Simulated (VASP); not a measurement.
Input of a VASP 6.6.1 run:

The input INCAR:

```
PREC = Accurate
ENCUT = 500
EDIFF = 1E-7
ISMEAR = 0
SIGMA = 0.1
LREAL = False
LASPH = True
NELM = 120
ALGO = Normal
ISIF = 3
LWAVE = False
LCHARG = False
GGA = PE
IBRION = 2
NSW = 100
EDIFFG = -0.01
GGA_COMPAT = False
NELMIN = 4
```

The input KPOINTS:

```
regular mesh
0
Gamma
  12 12 16
```

File POSCAR:

```
Ir2Pt
1.0
    4.3938813666      0.0000000000      0.0000000000
   -2.1969406833      3.8052128847      0.0000000000
    0.0000000000      0.0000000000      2.7583503596
Ir Pt
2 1
Direct
    0.3333333333      0.6666666667      0.5000000000
    0.6666666667      0.3333333333      0.5000000000
    0.0000000000      0.0000000000      0.0000000000
```

Potentials or basis: VASP PAW PBE potentials, release 64 (Ir, Pt).

Launch:

```console
$ cat potpaw_PBE.64/Ir/POTCAR potpaw_PBE.64/Pt/POTCAR > POTCAR
$ mpirun -np 1 vasp_std > vasp.out
```

Question: Predict the relaxed cell.

Answer: a = 4.414 Å, b = 4.414 Å, c = 2.725 Å, α = 90.00°, β = 90.00°, γ = 120.00°.

Question: What does it give for the space group after relaxing (to 0.1 Å)?

Answer: P6/mmm (No. 191).

The path:
| step | energy change (eV) | largest force (eV/Å) | pressure (GPa) | volume (Å³) |
| --- | --- | --- | --- | --- |
| 1 | 0.0000 | 0.0000 | -0.32 | 46.12 |
| 2 | -0.0071 | 0.0000 | 0.43 | 45.91 |
| 3 | -0.0079 | 0.0000 | 0.20 | 45.96 |
| 4 | -0.0077 | 0.0000 | -0.56 | 46.08 |
| 5 | -0.0079 | 0.0000 | 0.02 | 45.99 |
